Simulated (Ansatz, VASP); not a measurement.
# Two plane-wave programs on MgO

Contents of INCAR:

```
SYSTEM = MgO
PREC     = Accurate       ! precision mode
ENCUT    = 520            ! plane-wave cutoff, eV
EDIFF    = 1E-7           ! SCF threshold, eV
ISMEAR   = -1             ! smearing method
SIGMA    = 0.05           ! smearing width, eV
LREAL    = .FALSE.        ! projectors in reciprocal space
LASPH    = .TRUE.         ! aspherical terms in the spheres
NELM     = 80             ! most SCF steps
ALGO     = Normal         ! electronic algorithm
ISIF     = 2              ! what is computed and relaxed
LWAVE    = .FALSE.        ! write WAVECAR
LCHARG   = .FALSE.        ! write CHGCAR
GGA      = PE             ! functional
NBANDS   = 11             ! bands
```

Contents of KPOINTS:

```
Automatic mesh
0
G
  15 15 15
  0 0 0
```

Contents of POSCAR:

```
MgO
1.0
    0.0000000000      2.0382133777      2.0382133777
    2.0382133777      0.0000000000      2.0382133777
    2.0382133777      2.0382133777      0.0000000000
Mg O
1 1
Direct
    0.0000000000      0.0000000000      0.0000000000
    0.5000000000      0.5000000000      0.5000000000
```

Input for Ansatz:

```yaml
crystal:
  lattice:
    - [0.0, 2.0382133777, 2.0382133777]
    - [2.0382133777, 0.0, 2.0382133777]
    - [2.0382133777, 2.0382133777, 0.0]
  atoms:
    - { symbol: Mg, position: [0.0, 0.0, 0.0] }
    - { symbol: O, position: [0.5, 0.5, 0.5] }
kpoints:
  mp_grid: { grid: [15, 15, 15] }
  band_path:
    path:
      - [0.0, 0.0, 0.0]
      - [0.5, 0.0, 0.5]
      - [0.625, 0.25, 0.625]
      - [0.375, 0.375, 0.75]
      - [0.0, 0.0, 0.0]
      - [0.5, 0.5, 0.5]
      - [0.5, 0.25, 0.75]
      - [0.5, 0.0, 0.5]
    npoints: 8
scf:
  occupations: { method: fermi_dirac, width: 0.05 }
hamiltonian:
  xc: pbe
  pseudopotentials: { kind: paw }
output:
  forces: true
  stress: true
  eigenvalues: true
  populations: true
  dos: { projected: true, de: 0.2, e_range: [-14, 8] }
  write_density: true
  write_potential: true
  elf: true
  volumetric_format: npy
```

Change from the starting cell: volume scaled by 0.88, PAW files.

Alike in both runs: task single point; functional PBE; k mesh 15 × 15 × 15; occupations fermi-dirac, width 0.05 eV; no spin polarisation.

|  | VASP | Ansatz |
| --- | --- | --- |
| version | VASP 6.6.1 | Ansatz 0.2.0 |
| potentials or method | VASP PAW PBE potentials, release 64 (Mg, O) | PAW with Ansatz's default frozen-core files, scalar-relativistic |
| plane-wave cutoff (eV) | 520 | 420 |
| valence electrons in the cell | 8 | 16 |

VASP gave:

```
gap on the k mesh at the Fermi level (eV) : 5.74
pressure (GPa)                            : 24.1
```

Question: Estimate Ansatz's values.

Answer: gap on the k mesh at the Fermi level (eV): 5.76; pressure (GPa): 24.8.

VASP's potentials hold 8 valence electrons a cell and Ansatz's 16, so a difference there can come from the potentials and not from the codes.
